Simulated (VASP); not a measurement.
# Ca (Im-3m) in VASP: single point with PBE

Aim: the single point of Ca with PBE.

All numbers are computed with VASP 6.6.1; they aren't measurements. Logs are shortened: lines on timing, memory, paths and dates and some standing lists are left out, and cuts for length are marked.

**1. The cell of the first run**

Symmetry: Im-3m, No. 229, cubic system. Conventional cell: a = 4.386 Å, b = 4.386 Å, c = 4.386 Å, α = 90.00°, β = 90.00°, γ = 90.00°. Ca (site symmetry m-3m) has 14 Ca at 3.80 to 4.39 Å within 5.0 Å.

This isn't the form of Ca at room conditions, which is fcc.

**2. Single point, PBE**

File INCAR:

```
SYSTEM = Ca
  ALGO = Normal
  EDIFF = 1E-6
  ENCUT = 520
  GGA = PE
  ISIF = 2
  ISMEAR = -1
  LASPH = .True.
  LCHARG = .False.
  LREAL = .False.
  LWAVE = .False.
  NBANDS = 17
  NELM = 80
  PREC = Accurate
  SIGMA = 0.05
```

File KPOINTS:

```
k-points
0
Gamma
  9 9 9
  0 0 0
```

File POSCAR:

```
Ca
1.0
    4.3855240518      0.0000000000      0.0000000000
    0.0000000000      4.3855240518      0.0000000000
    0.0000000000      0.0000000000      4.3855240518
Ca
2
Direct
    0.0000000000      0.0000000000      0.0000000000
    0.5000000000      0.5000000000      0.5000000000
```

Potentials or basis: VASP PAW PBE potentials, release 64 (Ca_sv).

On the command line:

```bash
cat potpaw_PBE.64/Ca_sv/POTCAR > POTCAR
mpirun -np 1 vasp_std > vasp.out
```

OUTCAR:

```text
SYSTEM = Ca
   EDIFF = 1E-6
   ENCUT = 520
   GGA = PE
   ISIF = 2
   ISMEAR = -1
   LASPH = .True.
   LREAL = .False.
   NELM = 80
   PREC = Accurate

 ion  position               nearest neighbor table
   1  0.000  0.000  0.000-
   2  0.500  0.500  0.500-

  LATTYP: Found a simple cubic cell.
 ALAT       =     4.3855240518

  Lattice vectors:

 A1 = (   4.3855240518,   0.0000000000,   0.0000000000)
 A2 = (   0.0000000000,   4.3855240518,   0.0000000000)
 A3 = (   0.0000000000,   0.0000000000,   4.3855240518)

Analysis of symmetry for initial positions (statically):
=====================================================================
 Subroutine PRICEL returns following result:

  LATTYP: Found a body centered cubic cell.
 ALAT       =     4.3855240518

  Lattice vectors:

 A1 = (   2.1927620259,   2.1927620259,  -2.1927620259)
 A2 = (  -2.1927620259,   2.1927620259,   2.1927620259)
 A3 = (   2.1927620259,  -2.1927620259,   2.1927620259)

   2 primitive cells build up your supercell.

 Routine SETGRP: Setting up the symmetry group for a
 simple cubic supercell.

 Subroutine GETGRP returns: Found 48 space group operations
 (whereof 48 operations were pure point group operations)
 out of a pool of 48 trial point group operations.

The static configuration has the point symmetry O_h .

Analysis of symmetry for dynamics (positions and initial velocities):
=====================================================================
 Subroutine PRICEL returns following result:

  LATTYP: Found a body centered cubic cell.
 ALAT       =     4.3855240518

  Lattice vectors:

 A1 = (   2.1927620259,   2.1927620259,  -2.1927620259)
 A2 = (  -2.1927620259,   2.1927620259,   2.1927620259)
 A3 = (   2.1927620259,  -2.1927620259,   2.1927620259)

   2 primitive cells build up your supercell.

 Routine SETGRP: Setting up the symmetry group for a
 simple cubic supercell.

 Subroutine GETGRP returns: Found 48 space group operations
 (whereof 48 operations were pure point group operations)
 out of a pool of 48 trial point group operations.

The dynamic configuration has the point symmetry O_h .

 Subroutine INISYM returns: Found 48 space group operations
 (whereof 48 operations are pure point group operations),
[... 86 lines left out ...]
   ISTART =      0    job   : 0-new  1-cont  2-samecut
   ICHARG =      2    charge: 1-file 2-atom 10-const
   ISPIN  =      1    spin polarized calculation?
   LNONCOLLINEAR =      F non collinear calculations
   LSORBIT =      F    spin-orbit coupling
   LASPH  =      T    aspherical Exc in radial PAW
   ENCUT  =  520.0 eV  38.22 Ry    6.18 a.u.   8.15  8.15  8.15*2*pi/ulx,y,z
   NELM   =     80;   NELMIN=  2; NELMDL= -5     # of ELM steps
   EDIFF  = 0.1E-05   stopping-criterion for ELM
   LREAL  =      F    real-space projection
   EDIFFG = 0.1E-04   stopping-criterion for IOM
   NSW    =      0    number of steps for IOM
   IBRION =     -1    ionic relax: 0-MD 1-quasi-New 2-CG
   NFREE  =      0    steps in history (QN), initial steepest desc. (CG)
   ISIF   =      2    stress and relaxation
   ISYM   =      2    0-nonsym 1-usesym 2-fastsym
   POTIM  = 0.5000    time-step for ionic-motion
   TEBEG  =    0.0;   TEEND  =   0.0 temperature during run
   PSTRESS=    0.0 pullay stress
   NELECT =      20.0000    total number of electrons
   NUPDOWN=      -1.0000    fix difference up-down
   EMIN   =  10.00;   EMAX   =-10.00  energy-range for DOS
   EFERMI =   0.00;   METHOD = LEGACY
   ISMEAR =    -1;   SIGMA  =   0.05  broadening in eV -4-tet -1-fermi 0-gaus
   EFERMI_NEDOS =   21; number of points for ismear=-14 and -15
   IALGO  =     38    algorithm
   IMIX   =      4    mixing-type and parameters
     AMIX     =   0.40;   BMIX     =  1.00
     AMIX_MAG =   1.60;   BMIX_MAG =  1.00
  volume/ion in A,a.u.               =      42.17       284.60
  Fermi-wavevector in a.u.,A,eV,Ry     =   1.013281  1.914824 13.969630  1.026739
  Thomas-Fermi vector in A             =   2.146441
   LORBIT       =      0    0 simple, 1 ext, 2 COOP (PROOUT), +10 PAW based schemes
   GGA     = PE    functional components
   LHFCALC =     F    Hartree Fock is set to
   AEXX    =    0.0000 exact exchange contribution
   IVDW    =     0    specifies the selected vdW correction
   LEPSILON=     F    determine dielectric tensor
   LRPA    =     F    only Hartree local field effects (RPA)
 non-spin polarized calculation
  energy-cutoff  :      520.00
  volume of cell :       84.35
 maximum number of plane-waves:      2301
 NGX is ok and might be reduce to    36
   NGX = 17   NGY = 17   NGZ = 17

 number of electron      20.0000003 magnetization

 Free energy of the ion-electron system (eV)
  ---------------------------------------------------
  ext. energy  EPLUGINS =         0.00000000
  ---------------------------------------------------
  free energy    TOTEN  =        -3.83885585 eV

  energy without entropy =       -3.81013927  energy(sigma->0) =       -3.82449756

 E-fermi :   2.0156     XC(G=0):  -7.7370

 val. band max:        2.0057222459   @ k =   0.1111   0.0000   0.0000
 cond. band min:       2.0340131674   @ k =   0.4444   0.4444   0.2222
 fundamental gap:      0.0282909215
 Fermi energy:         2.0155557975

 k-point     1 :       0.0000    0.0000    0.0000
  band No.  band energies     occupation
      1     -40.0487      2.00000
      2     -40.0225      2.00000
      3     -21.0655      2.00000
      4     -21.0655      2.00000
      5     -21.0655      2.00000
      6     -20.9641      2.00000
[... 457 lines left out ...]
      4     -21.0855      2.00000
      5     -21.0209      2.00000
      6     -21.0094      2.00000
[... 9 lines left out ...]
     16       5.2138      0.00000
     17       5.6179      0.00000

 [... further k-points ...]

------------------------ aborting loop because EDIFF is reached ----------------------------------------

  FORCE on cell =-STRESS in cart. coord.  units (eV):
  Direction    XX          YY          ZZ          XY          YZ          ZX
  --------------------------------------------------------------------------------------
  -------------------------------------------------------------------------------------
  Total        0.0115673      0.0115673      0.0115673      0.0000000      0.0000000     -0.0000000
  in kB        0.2197250      0.2197250      0.2197250      0.0000000      0.0000000     -0.0000000
  external PRESSURE =       0.2197250 kB  Pullay stress =       0.0000000 kB

 VOLUME and BASIS-vectors are now :
 -----------------------------------------------------------------------------
  energy-cutoff  :      520.00
  volume of cell :       84.35
      direct lattice vectors                 reciprocal lattice vectors
     4.385524052  0.000000000  0.000000000     0.228022920  0.000000000  0.000000000
     0.000000000  4.385524052  0.000000000     0.000000000  0.228022920  0.000000000
     0.000000000  0.000000000  4.385524052     0.000000000  0.000000000  0.228022920

 POSITION                                       TOTAL-FORCE (eV/Angst)
 -----------------------------------------------------------------------------------
      0.00000      0.00000      0.00000         0.000000      0.000000      0.000000
      2.19276      2.19276      2.19276        -0.000000     -0.000000     -0.000000
 -----------------------------------------------------------------------------------
    total drift:                                0.000000      0.000000      0.000000

  FREE ENERGIE OF THE ION-ELECTRON SYSTEM (eV)
  ---------------------------------------------------
  free  energy   TOTEN  =        -3.8388558463 eV

  energy  without entropy=       -3.8101392651  energy(sigma->0) =       -3.82449756
```

Run time: 80 s. Hardware: 1 thread of AMD EPYC 7R13, shared host; peak memory 0.19 GiB.

What came out:

```
Free energy            : -3.8389 eV
Pressure               : 0.0 GPa
Band gap on the k mesh : zero (bands 10 and 11 overlap by 0.29 eV)
```

Levels at points of the mesh, in eV from the Fermi level:
```
           k point  band 7  band 8  band 9  band 10  band 11  band 12  band 13  band 14
(0.00, 0.00, 0.00)  -22.98  -22.98   -4.08     0.04     0.04     2.29     2.29     2.29
```
